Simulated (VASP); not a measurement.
# PIr2 (Fm-3m) in VASP: single point with LDA

Aim: the single point of PIr2 with LDA.

Program: VASP 6.6.1. These are calculated values, not measurements. Logs are shortened: lines on timing, memory, paths and dates and some standing lists are left out, and cuts for length are marked.

## 1. The cell of the first run

Symmetry: Fm-3m, No. 225, cubic system. The conventional cell has a = 5.543 Å, b = 5.543 Å, c = 5.543 Å, α = 90.00°, β = 90.00°, γ = 90.00°. Within 3.2 Å of P (site symmetry m-3m) lie 8 Ir at 2.40 Å. Ir (site symmetry -43m) has 4 P at 2.40 Å and 6 Ir at 2.77 Å within 3.2 Å.

## 2. Single point, LDA (14.19 Å³/atom)

The input, INCAR:

```
SYSTEM = PIr2
ALGO     = Normal         ! electronic algorithm
EDIFF    = 1E-6           ! SCF threshold, eV
ENCUT    = 560            ! plane-wave cutoff, eV
GGA_COMPAT= .FALSE.      
ISIF     = 2              ! what is computed and relaxed
ISMEAR   = -1             ! smearing method
LASPH    = .TRUE.         ! aspherical terms in the spheres
LCHARG   = .FALSE.        ! write CHGCAR
LREAL    = .FALSE.        ! projectors in reciprocal space
LWAVE    = .FALSE.        ! write WAVECAR
NBANDS   = 26             ! bands
NELM     = 120            ! most SCF steps
PREC     = Accurate       ! precision mode
SIGMA    = 0.15           ! smearing width, eV
```

The input, KPOINTS:

```
k-points
0
G
  14 14 14
  0 0 0
```

The input, POSCAR:

```
PIr2
1.0
    0.0000000000      2.7714625648      2.7714625648
    2.7714625648      0.0000000000      2.7714625648
    2.7714625648      2.7714625648      0.0000000000
P Ir
1 2
Direct
    0.0000000000      0.0000000000      0.0000000000
    0.2500000000      0.2500000000      0.2500000000
    0.7500000000      0.7500000000      0.7500000000
```

Potentials or basis: VASP PAW LDA potentials, release 64 (P, Ir_sv_GW).

On the command line:

```sh
$ cat potpaw_LDA.64/P/POTCAR potpaw_LDA.64/Ir_sv_GW/POTCAR > POTCAR
$ mpirun -np 1 vasp_std > vasp.out
```

OUTCAR:

```text
SYSTEM = PIr2
   EDIFF = 1E-6
   ENCUT = 560
   ISIF = 2
   ISMEAR = -1
   LASPH = .TRUE.
   LREAL = .FALSE.
   NELM = 120
   PREC = Accurate

 ion  position               nearest neighbor table
   1  0.000  0.000  0.000-   3 2.40   3 2.40   3 2.40   2 2.40   3 2.40   2 2.40   2 2.40   2 2.40

   2  0.250  0.250  0.250-   1 2.40   1 2.40   1 2.40   1 2.40   3 2.77   3 2.77   3 2.77   3 2.77
                             3 2.77   3 2.77
   3  0.750  0.750  0.750-   1 2.40   1 2.40   1 2.40   1 2.40   2 2.77   2 2.77   2 2.77   2 2.77
                             2 2.77   2 2.77

  LATTYP: Found a face centered cubic cell.
 ALAT       =     5.5429251296

  Lattice vectors:

 A1 = (   0.0000000000,   2.7714625648,   2.7714625648)
 A2 = (   2.7714625648,   0.0000000000,   2.7714625648)
 A3 = (   2.7714625648,   2.7714625648,   0.0000000000)

Analysis of symmetry for initial positions (statically):
=====================================================================
 Subroutine PRICEL returns:
 Original cell was already a primitive cell.

 Routine SETGRP: Setting up the symmetry group for a
 face centered cubic supercell.

 Subroutine GETGRP returns: Found 48 space group operations
 (whereof 48 operations were pure point group operations)
 out of a pool of 48 trial point group operations.

The static configuration has the point symmetry O_h .

Analysis of symmetry for dynamics (positions and initial velocities):
=====================================================================
 Subroutine PRICEL returns:
 Original cell was already a primitive cell.

 Routine SETGRP: Setting up the symmetry group for a
 face centered cubic supercell.

 Subroutine GETGRP returns: Found 48 space group operations
 (whereof 48 operations were pure point group operations)
 out of a pool of 48 trial point group operations.

The dynamic configuration has the point symmetry O_h .

 Subroutine INISYM returns: Found 48 space group operations
 (whereof 48 operations are pure point group operations),
 and found     1 'primitive' translations

----------------------------------------------------------------------------------------

                                     Primitive cell

  volume of cell :      42.5752

  direct lattice vectors                    reciprocal lattice vectors
     0.000000000  2.771462565  2.771462565    -0.180410158  0.180410158  0.180410158
     2.771462565  0.000000000  2.771462565     0.180410158 -0.180410158  0.180410158
     2.771462565  2.771462565  0.000000000     0.180410158  0.180410158 -0.180410158

  length of vectors
     3.919439947  3.919439947  3.919439947     0.312479560  0.312479560  0.312479560

  position of ions in fractional coordinates (direct lattice)
     0.000000000  0.000000000  0.000000000
     0.250000000  0.250000000  0.250000000
     0.750000000  0.750000000  0.750000000

  ion indices of the primitive-cell ions
   primitive index   ion index
                 1           1
                 2           2
                 3           3

----------------------------------------------------------------------------------------

 KPOINTS: k-points

Automatic generation of k-mesh.
 Grid dimensions read from file:
 generate k-points for:   14   14   14

 Generating k-lattice:

  Cartesian coordinates                     Fractional coordinates (reciprocal lattice)
    -0.012886440  0.012886440  0.012886440     0.071428571  0.000000000  0.000000000
     0.012886440 -0.012886440  0.012886440     0.000000000  0.071428571  0.000000000
     0.012886440  0.012886440 -0.012886440     0.000000000  0.000000000  0.071428571

  Length of vectors
     0.022319969  0.022319969  0.022319969

  Shift w.r.t. Gamma in fractional coordinates (k-lattice)
     0.000000000  0.000000000  0.000000000

 Subroutine IBZKPT returns following result:
 ===========================================

 Found    104 irreducible k-points:

 Following reciprocal coordinates:
            Coordinates               Weight
  0.000000  0.000000  0.000000      1.000000
  0.071429  0.000000  0.000000      8.000000
  0.142857  0.000000  0.000000      8.000000
  0.214286  0.000000  0.000000      8.000000
  0.285714  0.000000  0.000000      8.000000
  0.357143  0.000000  0.000000      8.000000
[... 16 lines left out ...]
  0.214286  0.142857  0.000000     24.000000
  0.285714  0.142857  0.000000     24.000000
 [... further k-points ...]
   k-points           NKPTS =    104   k-points in BZ     NKDIM =    104   number of bands    NBANDS=     26
   number of dos      NEDOS =    301   number of ions     NIONS =      3
   total plane-waves  NPLWV =  27000
   dimension x,y,z NGX =    30 NGY =   30 NGZ =   30
   dimension x,y,z NGXF=    60 NGYF=   60 NGZF=   60
   ions per type =               1   2
   NGX,Y,Z   is equivalent  to a cutoff of  12.72, 12.72, 12.72 a.u.
   NGXF,Y,Z  is equivalent  to a cutoff of  25.45, 25.45, 25.45 a.u.
 SYSTEM =  PIr2
   PREC   = accura    normal or accurate (medium, high low for compatibility)
   ISTART =      0    job   : 0-new  1-cont  2-samecut
   ICHARG =      2    charge: 1-file 2-atom 10-const
   ISPIN  =      1    spin polarized calculation?
   LNONCOLLINEAR =      F non collinear calculations
   LSORBIT =      F    spin-orbit coupling
   LASPH  =      T    aspherical Exc in radial PAW
   ENCUT  =  560.0 eV  41.16 Ry    6.42 a.u.   7.56  7.56  7.56*2*pi/ulx,y,z
   NELM   =    120;   NELMIN=  2; NELMDL= -5     # of ELM steps
   EDIFF  = 0.1E-05   stopping-criterion for ELM
   LREAL  =      F    real-space projection
   EDIFFG = 0.1E-04   stopping-criterion for IOM
   NSW    =      0    number of steps for IOM
   IBRION =     -1    ionic relax: 0-MD 1-quasi-New 2-CG
   NFREE  =      0    steps in history (QN), initial steepest desc. (CG)
   ISIF   =      2    stress and relaxation
   ISYM   =      2    0-nonsym 1-usesym 2-fastsym
   POTIM  = 0.5000    time-step for ionic-motion
   TEBEG  =    0.0;   TEEND  =   0.0 temperature during run
   PSTRESS=    0.0 pullay stress
   NELECT =      39.0000    total number of electrons
   NUPDOWN=      -1.0000    fix difference up-down
   EMIN   =  10.00;   EMAX   =-10.00  energy-range for DOS
   EFERMI =   0.00;   METHOD = LEGACY
   ISMEAR =    -1;   SIGMA  =   0.15  broadening in eV -4-tet -1-fermi 0-gaus
   EFERMI_NEDOS =   21; number of points for ismear=-14 and -15
   IALGO  =     38    algorithm
   IMIX   =      4    mixing-type and parameters
     AMIX     =   0.40;   BMIX     =  1.00
     AMIX_MAG =   1.60;   BMIX_MAG =  1.00
  volume/ion in A,a.u.               =      14.19        95.77
  Fermi-wavevector in a.u.,A,eV,Ry     =   1.589928  3.004528 34.393757  2.527870
  Thomas-Fermi vector in A             =   2.688701
   LORBIT       =      0    0 simple, 1 ext, 2 COOP (PROOUT), +10 PAW based schemes
   GGA     = CA    functional components
   LHFCALC =     F    Hartree Fock is set to
   AEXX    =    0.0000 exact exchange contribution
   IVDW    =     0    specifies the selected vdW correction
   LEPSILON=     F    determine dielectric tensor
   LRPA    =     F    only Hartree local field effects (RPA)
 non-spin polarized calculation
  energy-cutoff  :      560.00
  volume of cell :       42.58
 maximum number of plane-waves:      1307
   NGX = 15   NGY = 15   NGZ = 15

 number of electron      39.0000000 magnetization

 Free energy of the ion-electron system (eV)
  ---------------------------------------------------
  ext. energy  EPLUGINS =         0.00000000
  ---------------------------------------------------
  free energy    TOTEN  =       -29.21438160 eV

  energy without entropy =      -29.14132852  energy(sigma->0) =      -29.17785506

 E-fermi :  11.4257     XC(G=0): -13.5341

 val. band max:       11.3950850927   @ k =   0.5000   0.3571   0.1429
 cond. band min:      11.4534432592   @ k =   0.5000   0.2857   0.1429
 fundamental gap:      0.0583581664
 Fermi energy:        11.4256566629

 k-point     1 :       0.0000    0.0000    0.0000
  band No.  band energies     occupation
      1     -80.4847      2.00000
      2     -80.4329      2.00000
      3     -37.7373      2.00000
      4     -37.7373      2.00000
      5     -37.7373      2.00000
      6     -37.4549      2.00000
[... 18 lines left out ...]
     25      16.3866      0.00000
     26      16.3866      0.00000

 k-point     2 :       0.0714    0.0000    0.0000
  band No.  band energies     occupation
      1     -80.4844      2.00000
      2     -80.4342      2.00000
      3     -37.7350      2.00000
      4     -37.7343      2.00000
      5     -37.7343      2.00000
      6     -37.4599      2.00000
[... 18 lines left out ...]
     25      16.7676      0.00000
     26      16.7676      0.00000

 k-point     3 :       0.1429    0.0000    0.0000
  band No.  band energies     occupation
      1     -80.4831      2.00000
      2     -80.4361      2.00000
      3     -37.7263      2.00000
      4     -37.7244      2.00000
      5     -37.7244      2.00000
      6     -37.4727      2.00000
[... 18 lines left out ...]
     25      17.5183      0.00000
     26      17.5183      0.00000

 k-point     4 :       0.2143    0.0000    0.0000
  band No.  band energies     occupation
      1     -80.4801      2.00000
      2     -80.4391      2.00000
      3     -37.7119      2.00000
      4     -37.7083      2.00000
      5     -37.7083      2.00000
      6     -37.4928      2.00000
[... 18 lines left out ...]
     25      18.3008      0.00000
     26      18.3008      0.00000
[... 496 lines left out ...]
      1     -80.4828      2.00000
      2     -80.4370      2.00000
      3     -37.7457      2.00000
      4     -37.7457      2.00000
      5     -37.6741      2.00000
      6     -37.5269      2.00000
[... 18 lines left out ...]
     25      17.6049      0.00000
     26      17.6049      0.00000

 k-point    23 :       0.2143    0.1429    0.0000
  band No.  band energies     occupation
      1     -80.4805      2.00000
      2     -80.4389      2.00000
      3     -37.7458      2.00000
      4     -37.7456      2.00000
      5     -37.6425      2.00000
      6     -37.5610      2.00000
[... 18 lines left out ...]
     25      18.1645      0.00000
     26      18.1945      0.00000

 k-point    24 :       0.2857    0.1429    0.0000
  band No.  band energies     occupation
      1     -80.4773      2.00000
      2     -80.4421      2.00000
      3     -37.7396      2.00000
      4     -37.7384      2.00000
      5     -37.6092      2.00000
      6     -37.5974      2.00000
[... 18 lines left out ...]
     25      18.7640      0.00000
     26      18.7833      0.00000

 [... further k-points ...]

------------------------ aborting loop because EDIFF is reached ----------------------------------------

  FORCE on cell =-STRESS in cart. coord.  units (eV):
  Direction    XX          YY          ZZ          XY          YZ          ZX
  --------------------------------------------------------------------------------------
  -------------------------------------------------------------------------------------
  Total       -1.6904462     -1.6904462     -1.6904462     -0.0000000     -0.0000000      0.0000000
  in kB      -63.6143199    -63.6143199    -63.6143199     -0.0000000     -0.0000000      0.0000000
  external PRESSURE =     -63.6143199 kB  Pullay stress =       0.0000000 kB

 VOLUME and BASIS-vectors are now :
 -----------------------------------------------------------------------------
  energy-cutoff  :      560.00
  volume of cell :       42.58
      direct lattice vectors                 reciprocal lattice vectors
     0.000000000  2.771462565  2.771462565    -0.180410158  0.180410158  0.180410158
     2.771462565  0.000000000  2.771462565     0.180410158 -0.180410158  0.180410158
     2.771462565  2.771462565  0.000000000     0.180410158  0.180410158 -0.180410158

 POSITION                                       TOTAL-FORCE (eV/Angst)
 -----------------------------------------------------------------------------------
      0.00000      0.00000      0.00000         0.000000      0.000000      0.000000
      1.38573      1.38573      1.38573        -0.000000     -0.000000     -0.000000
      4.15719      4.15719      4.15719         0.000000      0.000000      0.000000
 -----------------------------------------------------------------------------------
    total drift:                               -0.000000      0.000000      0.000000

  FREE ENERGIE OF THE ION-ELECTRON SYSTEM (eV)
  ---------------------------------------------------
  free  energy   TOTEN  =       -29.2143816028 eV

  energy  without entropy=      -29.1413285221  energy(sigma->0) =      -29.17785506
```

It took 73 s on 1 thread of AMD EPYC 7R13 (Zen 3), shared host; peak memory 0.21 GiB.

Results:

```yaml
Free_energy: -29.2144 eV
Pressure: -6.4 GPa
Band_gap_on_the_k_mesh: zero (an odd number of electrons rules out a gap without spin polarisation)
```

Caveat: the cell stands under tension; spin-orbit coupling is left out, which moves the levels of the heavy elements.

The gap in the log of VASP goes by the Fermi energy; the results here count the filled bands.